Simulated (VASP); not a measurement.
# Ru (P6_3/mmc) in VASP: further runs

Runs on Ru. Level: PBE. Tasks: single point.

Everything below comes from runs of VASP 6.6.1. Logs are shortened: lines on timing, memory, paths and dates and some standing lists are left out, and cuts for length are marked.

## Step 1: The cell of the first run

Symmetry: P6_3/mmc, No. 194, hexagonal system. Conventional cell: a = 2.593 Å, b = 2.593 Å, c = 4.118 Å, α = 90.00°, β = 90.00°, γ = 120.00°. Within 3.4 Å of Ru (site symmetry -6m2) lie 12 Ru at 2.55 to 2.59 Å.

## Step 2: Single point, PBE

INCAR reads:

```
SYSTEM = Ru
PREC     = Accurate       ! precision mode
ENCUT    = 520            ! plane-wave cutoff, eV
EDIFF    = 1E-6           ! SCF threshold, eV
ISMEAR   = 0              ! smearing method
SIGMA    = 0.1            ! smearing width, eV
LREAL    = .False.        ! projectors in reciprocal space
LASPH    = .True.         ! aspherical terms in the spheres
NELM     = 100            ! most SCF steps
ALGO     = Normal         ! electronic algorithm
ISIF     = 2              ! what is computed and relaxed
LWAVE    = .False.        ! write WAVECAR
LCHARG   = .False.        ! write CHGCAR
GGA      = PE             ! functional
NBANDS   = 21             ! bands
```

KPOINTS reads:

```
regular mesh
0
Gamma
  18 18 10
  0 0 0
```

POSCAR reads:

```
Ru
1.0
    2.5930011590      0.0000000000      0.0000000000
   -1.2965005795      2.2456048757      0.0000000000
    0.0000000000      0.0000000000      4.1177824452
Ru
2
Direct
    0.3333333333      0.6666666667      0.2500000000
    0.6666666667      0.3333333333      0.7500000000
```

Potentials or basis: VASP PAW PBE potentials, release 64 (Ru_pv).

Run with:

```bash
$ cat potpaw_PBE.64/Ru_pv/POTCAR > POTCAR
$ mpirun -np 1 vasp_std > vasp.out
```

OUTCAR:

```text
SYSTEM = Ru
   PREC = Accurate
   ENCUT = 520
   EDIFF = 1E-6
   ISMEAR = 0
   LREAL = .False.
   LASPH = .True.
   NELM = 100
   ISIF = 2
   GGA = PE

 ion  position               nearest neighbor table
   1  0.333  0.667  0.250-   2 2.55   2 2.55   2 2.55   2 2.55   2 2.55   2 2.55
   2  0.667  0.333  0.750-   1 2.55   1 2.55   1 2.55   1 2.55   1 2.55   1 2.55

  LATTYP: Found a hexagonal cell.
 ALAT       =     2.5930011590
 C/A-ratio  =     1.5880372559

  Lattice vectors:

 A1 = (   2.5930011590,   0.0000000000,   0.0000000000)
 A2 = (  -1.2965005795,   2.2456048757,   0.0000000000)
 A3 = (   0.0000000000,   0.0000000000,   4.1177824452)

Analysis of symmetry for initial positions (statically):
=====================================================================
 Subroutine PRICEL returns:
 Original cell was already a primitive cell.

 Routine SETGRP: Setting up the symmetry group for a
 hexagonal supercell.

 Subroutine GETGRP returns: Found 24 space group operations
 (whereof 12 operations were pure point group operations)
 out of a pool of 24 trial point group operations.

The static configuration has the point symmetry D_3d.
 The point group associated with its full space group is D_6h.

Analysis of symmetry for dynamics (positions and initial velocities):
=====================================================================
 Subroutine PRICEL returns:
 Original cell was already a primitive cell.

 Routine SETGRP: Setting up the symmetry group for a
 hexagonal supercell.

 Subroutine GETGRP returns: Found 24 space group operations
 (whereof 12 operations were pure point group operations)
 out of a pool of 24 trial point group operations.

The dynamic configuration has the point symmetry D_3d.
 The point group associated with its full space group is D_6h.

 Subroutine INISYM returns: Found 24 space group operations
 (whereof 12 operations are pure point group operations),
 and found     1 'primitive' translations

----------------------------------------------------------------------------------------

                                     Primitive cell

  volume of cell :      23.9773

  direct lattice vectors                    reciprocal lattice vectors
     2.593001159  0.000000000  0.000000000     0.385653511  0.222657158  0.000000000
    -1.296500579  2.245604876  0.000000000     0.000000000  0.445314316  0.000000000
     0.000000000  0.000000000  4.117782445     0.000000000  0.000000000  0.242849158

  length of vectors
     2.593001159  2.593001159  4.117782445     0.445314316  0.445314316  0.242849158

  position of ions in fractional coordinates (direct lattice)
     0.333333333  0.666666667  0.250000000
     0.666666667  0.333333333  0.750000000

  ion indices of the primitive-cell ions
   primitive index   ion index
                 1           1
                 2           2

----------------------------------------------------------------------------------------

 KPOINTS: regular mesh

Automatic generation of k-mesh.
 Grid dimensions read from file:
 generate k-points for:   18   18   10

 Generating k-lattice:

  Cartesian coordinates                     Fractional coordinates (reciprocal lattice)
     0.021425195  0.012369842  0.000000000     0.055555556 -0.000000000  0.000000000
     0.000000000  0.024739684  0.000000000     0.000000000  0.055555556  0.000000000
     0.000000000  0.000000000  0.024284916     0.000000000  0.000000000  0.100000000

  Length of vectors
     0.024739684  0.024739684  0.024284916

  Shift w.r.t. Gamma in fractional coordinates (k-lattice)
     0.000000000  0.000000000  0.000000000

 Subroutine IBZKPT returns following result:
 ===========================================

 Found    222 irreducible k-points:

 Following reciprocal coordinates:
            Coordinates               Weight
  0.000000  0.000000  0.000000      1.000000
  0.055556 -0.000000  0.000000      6.000000
  0.111111 -0.000000  0.000000      6.000000
  0.166667 -0.000000  0.000000      6.000000
  0.222222 -0.000000  0.000000      6.000000
  0.277778 -0.000000  0.000000      6.000000
[... 16 lines left out ...]
  0.333333  0.111111  0.000000     12.000000
  0.388889  0.111111  0.000000     12.000000
 [... further k-points ...]
   k-points           NKPTS =    222   k-points in BZ     NKDIM =    222   number of bands    NBANDS=     21
   number of dos      NEDOS =    301   number of ions     NIONS =      2
   total plane-waves  NPLWV =  12800
   dimension x,y,z NGX =    20 NGY =   20 NGZ =   32
   dimension x,y,z NGXF=    40 NGYF=   40 NGZF=   64
   ions per type =               2
   NGX,Y,Z   is equivalent  to a cutoff of  12.82, 12.82, 12.92 a.u.
   NGXF,Y,Z  is equivalent  to a cutoff of  25.65, 25.65, 25.84 a.u.
 SYSTEM =  Ru
   PREC   = accura    normal or accurate (medium, high low for compatibility)
   ISTART =      0    job   : 0-new  1-cont  2-samecut
   ICHARG =      2    charge: 1-file 2-atom 10-const
   ISPIN  =      1    spin polarized calculation?
   LNONCOLLINEAR =      F non collinear calculations
   LSORBIT =      F    spin-orbit coupling
   LASPH  =      T    aspherical Exc in radial PAW
   ENCUT  =  520.0 eV  38.22 Ry    6.18 a.u.   4.82  4.82  7.66*2*pi/ulx,y,z
   NELM   =    100;   NELMIN=  2; NELMDL= -5     # of ELM steps
   EDIFF  = 0.1E-05   stopping-criterion for ELM
   LREAL  =      F    real-space projection
   EDIFFG = 0.1E-04   stopping-criterion for IOM
   NSW    =      0    number of steps for IOM
   IBRION =     -1    ionic relax: 0-MD 1-quasi-New 2-CG
   NFREE  =      0    steps in history (QN), initial steepest desc. (CG)
   ISIF   =      2    stress and relaxation
   ISYM   =      2    0-nonsym 1-usesym 2-fastsym
   POTIM  = 0.5000    time-step for ionic-motion
   TEBEG  =    0.0;   TEEND  =   0.0 temperature during run
   PSTRESS=    0.0 pullay stress
   NELECT =      28.0000    total number of electrons
   NUPDOWN=      -1.0000    fix difference up-down
   EMIN   =  10.00;   EMAX   =-10.00  energy-range for DOS
   EFERMI =   0.00;   METHOD = LEGACY
   ISMEAR =     0;   SIGMA  =   0.10  broadening in eV -4-tet -1-fermi 0-gaus
   EFERMI_NEDOS =   21; number of points for ismear=-14 and -15
   IALGO  =     38    algorithm
   IMIX   =      4    mixing-type and parameters
     AMIX     =   0.40;   BMIX     =  1.00
     AMIX_MAG =   1.60;   BMIX_MAG =  1.00
  volume/ion in A,a.u.               =      11.99        80.90
  Fermi-wavevector in a.u.,A,eV,Ry     =   1.723962  3.257816 40.437127  2.972045
  Thomas-Fermi vector in A             =   2.799740
   LORBIT       =      0    0 simple, 1 ext, 2 COOP (PROOUT), +10 PAW based schemes
   GGA     = PE    functional components
   LHFCALC =     F    Hartree Fock is set to
   AEXX    =    0.0000 exact exchange contribution
   IVDW    =     0    specifies the selected vdW correction
   LEPSILON=     F    determine dielectric tensor
   LRPA    =     F    only Hartree local field effects (RPA)
 non-spin polarized calculation
 Gauss-broadening in eV      SIGMA  =   0.10
  energy-cutoff  :      520.00
  volume of cell :       23.98
 maximum number of plane-waves:       666
 NGX is ok and might be reduce to    20
   NGX =  9   NGY =  9   NGZ = 15

 number of electron      28.0000007 magnetization

 Free energy of the ion-electron system (eV)
  ---------------------------------------------------
  ext. energy  EPLUGINS =         0.00000000
  ---------------------------------------------------
  free energy    TOTEN  =       -17.88644155 eV

  energy without entropy =      -17.87896057  energy(sigma->0) =      -17.88270106

 E-fermi :  15.2436     XC(G=0): -14.9061

 val. band max:       15.2314878353   @ k =   0.2778  -0.0000   0.0000
 cond. band min:      15.2439011590   @ k =   0.1667   0.1111   0.3000
 fundamental gap:      0.0124133237
 Fermi energy:        15.2435677894

 k-point     1 :       0.0000    0.0000    0.0000
  band No.  band energies     occupation
      1     -28.9495      2.00000
      2     -27.5521      2.00000
      3     -27.5521      2.00000
      4     -27.3083      2.00000
      5     -27.3083      2.00000
      6     -27.2531      2.00000
[... 13 lines left out ...]
     20      25.5447      0.00000
     21      27.1497      0.00000

 k-point     2 :       0.0556   -0.0000    0.0000
  band No.  band energies     occupation
      1     -28.9338      2.00000
      2     -27.5872      2.00000
      3     -27.5638      2.00000
      4     -27.3447      2.00000
      5     -27.3128      2.00000
      6     -27.2601      2.00000
[... 13 lines left out ...]
     20      25.5447      0.00000
     21      27.1335      0.00000

 k-point     3 :       0.1111   -0.0000    0.0000
  band No.  band energies     occupation
      1     -28.8876      2.00000
      2     -27.6880      2.00000
      3     -27.5968      2.00000
      4     -27.4484      2.00000
      5     -27.3264      2.00000
      6     -27.2813      2.00000
[... 13 lines left out ...]
     20      25.5447      0.00000
     21      27.0693      0.00000

 k-point     4 :       0.1667   -0.0000    0.0000
  band No.  band energies     occupation
      1     -28.8137      2.00000
      2     -27.8420      2.00000
      3     -27.6459      2.00000
      4     -27.6037      2.00000
      5     -27.3485      2.00000
      6     -27.3168      2.00000
[... 13 lines left out ...]
     20      25.5447      0.00000
     21      26.9356      0.00000

 k-point     5 :       0.2222   -0.0000    0.0000
  band No.  band energies     occupation
      1     -28.7166      2.00000
      2     -28.0304      2.00000
      3     -27.7886      2.00000
      4     -27.7040      2.00000
      5     -27.3770      2.00000
      6     -27.3667      2.00000
[... 13 lines left out ...]
     20      25.5447      0.00000
     21      26.7411      0.00000

 k-point     6 :       0.2778   -0.0000    0.0000
  band No.  band energies     occupation
      1     -28.6026      2.00000
      2     -28.2299      2.00000
      3     -27.9791      2.00000
      4     -27.7640      2.00000
      5     -27.4301      2.00000
      6     -27.4086      2.00000
[... 13 lines left out ...]
     20      25.5446      0.00000
     21      26.5212      0.00000

 k-point     7 :       0.3333   -0.0000    0.0000
  band No.  band energies     occupation
      1     -28.4803      2.00000
      2     -28.4161      2.00000
      3     -28.1529      2.00000
      4     -27.8189      2.00000
      5     -27.5047      2.00000
      6     -27.4392      2.00000
[... 13 lines left out ...]
     20      25.9570      0.00000
     21      26.2395      0.00000
[... 291 lines left out ...]
      1     -28.6764      2.00000
      2     -28.0416      2.00000
      3     -27.9380      2.00000
      4     -27.6672      2.00000
      5     -27.4333      2.00000
      6     -27.3883      2.00000
[... 13 lines left out ...]
     20      25.5446      0.00000
     21      26.7170      0.00000

 k-point    21 :       0.2222    0.1111    0.0000
  band No.  band energies     occupation
      1     -28.5652      2.00000
      2     -28.2219      2.00000
      3     -28.0749      2.00000
      4     -27.7584      2.00000
      5     -27.4777      2.00000
      6     -27.4519      2.00000
[... 13 lines left out ...]
     20      25.5445      0.00000
     21      26.5907      0.00000

 k-point    22 :       0.2778    0.1111    0.0000
  band No.  band energies     occupation
      1     -28.4452      2.00000
      2     -28.3955      2.00000
      3     -28.1947      2.00000
      4     -27.8451      2.00000
      5     -27.5270      2.00000
      6     -27.5177      2.00000
[... 13 lines left out ...]
     20      26.4667      0.00000
     21      26.5188      0.00000

 k-point    23 :       0.3333    0.1111    0.0000
  band No.  band energies     occupation
      1     -28.5365      2.00000
      2     -28.3278      2.00000
      3     -28.2905      2.00000
      4     -27.9149      2.00000
      5     -27.6075      2.00000
      6     -27.5497      2.00000
[... 13 lines left out ...]
     20      25.5511      0.00000
     21      27.3635      0.00000

 k-point    24 :       0.3889    0.1111    0.0000
  band No.  band energies     occupation
      1     -28.6278      2.00000
      2     -28.3528      2.00000
      3     -28.2326      2.00000
      4     -27.9597      2.00000
      5     -27.6787      2.00000
      6     -27.5706      2.00000
[... 13 lines left out ...]
     20      25.5442      0.00000
     21      27.6510      0.00000

 [... further k-points ...]

------------------------ aborting loop because EDIFF is reached ----------------------------------------

  FORCE on cell =-STRESS in cart. coord.  units (eV):
  Direction    XX          YY          ZZ          XY          YZ          ZX
  --------------------------------------------------------------------------------------
  -------------------------------------------------------------------------------------
  Total        9.0027447      9.0027447      9.0185868      0.0000000     -0.0000000      0.0000000
  in kB      601.5698548    601.5698548    602.6284365      0.0000000     -0.0000000      0.0000000
  external PRESSURE =     601.9227154 kB  Pullay stress =       0.0000000 kB

 VOLUME and BASIS-vectors are now :
 -----------------------------------------------------------------------------
  energy-cutoff  :      520.00
  volume of cell :       23.98
      direct lattice vectors                 reciprocal lattice vectors
     2.593001159  0.000000000  0.000000000     0.385653511  0.222657158  0.000000000
    -1.296500579  2.245604876  0.000000000     0.000000000  0.445314316  0.000000000
     0.000000000  0.000000000  4.117782445     0.000000000  0.000000000  0.242849158

 POSITION                                       TOTAL-FORCE (eV/Angst)
 -----------------------------------------------------------------------------------
     -0.00000      1.49707      1.02945         0.000000      0.000000      0.000000
      1.29650      0.74853      3.08834        -0.000000     -0.000000      0.000000
 -----------------------------------------------------------------------------------
    total drift:                               -0.000000      0.000000     -0.000000

  FREE ENERGIE OF THE ION-ELECTRON SYSTEM (eV)
  ---------------------------------------------------
  free  energy   TOTEN  =       -17.8864415516 eV

  energy  without entropy=      -17.8789605672  energy(sigma->0) =      -17.88270106
```

Wall time 90 s (1 thread of Intel Xeon 8259CL, shared host); peak memory 0.2 GiB.

What came out:

* Free energy: -17.8864 eV
* Pressure: 60.2 GPa
* Band gap on the k mesh: zero (bands 14 and 15 overlap by 3.79 eV)

Levels at points of the mesh, in eV from the Fermi level:
```
           k point  band 12  band 13  band 14  band 15  band 16  band 17
(0.00, 0.00, 0.00)    -2.30    -2.30    -1.63    -1.63     1.43     1.43
(0.50, 0.00, 0.00)    -1.96    -1.79     1.80     2.30     2.35     4.85
(0.00, 0.00, 0.50)    -3.31    -3.12    -3.12     0.69     0.69     0.69
(0.50, 0.00, 0.50)    -1.26     0.57     0.57     2.10     2.10     3.97
```

Caveat: the cell stands under pressure.

## Step 3: Single point, PBE

This run uses another cell than the first one, of 12.71 Å³/atom.

INCAR reads:

```
PREC = Accurate ; ENCUT = 520
EDIFF = 1E-6 ; ISMEAR = 0
SIGMA = 0.1 ; LREAL = False
LASPH = True ; NELM = 80
ALGO = Normal ; ISIF = 2
LWAVE = False ; LCHARG = False
GGA = PE ; NBANDS = 21
```

KPOINTS reads:

```
regular mesh
0
Gamma
  18 18 10
```

POSCAR reads:

```
Ru
1.0
    2.6460023164      0.0000000000      0.0000000000
   -1.3230011582      2.2915052244      0.0000000000
    0.0000000000      0.0000000000      4.1936851983
Ru
2
Direct
    0.3333333333      0.6666666667      0.2500000000
    0.6666666667      0.3333333333      0.7500000000
```

Potentials or basis: VASP PAW PBE potentials, release 64 (Ru_pv).

Run with:

```bash
$ cat potpaw_PBE.64/Ru_pv/POTCAR > POTCAR
$ mpirun -np 1 vasp_std > vasp.out
```

OUTCAR:

```text
PREC = Accurate
   ENCUT = 520
   EDIFF = 1E-6
   ISMEAR = 0
   LREAL = False
   LASPH = True
   NELM = 80
   ISIF = 2
   GGA = PE

 ion  position               nearest neighbor table
   1  0.333  0.667  0.250-   2 2.59   2 2.59   2 2.59   2 2.59   2 2.59   2 2.59
   2  0.667  0.333  0.750-   1 2.59   1 2.59   1 2.59   1 2.59   1 2.59   1 2.59

  LATTYP: Found a hexagonal cell.
 ALAT       =     2.6460023164
 C/A-ratio  =     1.5849136534

  Lattice vectors:

 A1 = (   2.6460023164,   0.0000000000,   0.0000000000)
 A2 = (  -1.3230011582,   2.2915052244,   0.0000000000)
 A3 = (   0.0000000000,   0.0000000000,   4.1936851983)

Analysis of symmetry for initial positions (statically):
=====================================================================
 Subroutine PRICEL returns:
 Original cell was already a primitive cell.

 Routine SETGRP: Setting up the symmetry group for a
 hexagonal supercell.

 Subroutine GETGRP returns: Found 24 space group operations
 (whereof 12 operations were pure point group operations)
 out of a pool of 24 trial point group operations.

[... 161 lines left out ...]
  free energy    TOTEN  =       -18.28875306 eV

  energy without entropy =      -18.28052105  energy(sigma->0) =      -18.28463706

 E-fermi :  14.0712     XC(G=0): -14.5313

 val. band max:       14.0614834202   @ k =   0.1667   0.0000   0.4000
 cond. band min:      14.0715350483   @ k =   0.1667   0.1111   0.3000
 fundamental gap:      0.0100516282
 Fermi energy:        14.0712276139

 k-point     1 :       0.0000    0.0000    0.0000
  band No.  band energies     occupation
      1     -29.8408      2.00000
      2     -28.6833      2.00000
      3     -28.6833      2.00000
      4     -28.4768      2.00000
      5     -28.4768      2.00000
      6     -28.4289      2.00000
[... 565 lines left out ...]
     20      24.4272      0.00000
     21      25.8800      0.00000

 [... further k-points ...]

------------------------ aborting loop because EDIFF is reached ----------------------------------------

  FORCE on cell =-STRESS in cart. coord.  units (eV):
  Direction    XX          YY          ZZ          XY          YZ          ZX
  --------------------------------------------------------------------------------------
  -------------------------------------------------------------------------------------
  Total        4.7614716      4.7614716      4.7671620     -0.0000000      0.0000000      0.0000000
  in kB      300.0163232    300.0163232    300.3748709     -0.0000000      0.0000000      0.0000000
  external PRESSURE =     300.1358391 kB  Pullay stress =       0.0000000 kB

 VOLUME and BASIS-vectors are now :
 -----------------------------------------------------------------------------
  energy-cutoff  :      520.00
  volume of cell :       25.43
      direct lattice vectors                 reciprocal lattice vectors
     2.646002316  0.000000000  0.000000000     0.377928619  0.218197190  0.000000000
    -1.323001158  2.291505224  0.000000000     0.000000000  0.436394379  0.000000000
     0.000000000  0.000000000  4.193685198     0.000000000  0.000000000  0.238453759

 POSITION                                       TOTAL-FORCE (eV/Angst)
 -----------------------------------------------------------------------------------
     -0.00000      1.52767      1.04842         0.000000      0.000000      0.000000
      1.32300      0.76384      3.14526        -0.000000     -0.000000      0.000000
 -----------------------------------------------------------------------------------
    total drift:                               -0.000000      0.000000     -0.000000

  FREE ENERGIE OF THE ION-ELECTRON SYSTEM (eV)
  ---------------------------------------------------
  free  energy   TOTEN  =       -18.2887530606 eV

  energy  without entropy=      -18.2805210501  energy(sigma->0) =      -18.28463706
```

Wall time 2.1 min (1 thread of Intel Xeon 8259CL, shared host); peak memory 0.21 GiB.

Results:

* Free energy: -18.2888 eV
* Pressure: 30.0 GPa
* Band gap on the k mesh: zero (bands 14 and 15 overlap by 3.45 eV)

Caveat: the cell stands under pressure.

(Part 1 of 2 ends here.)
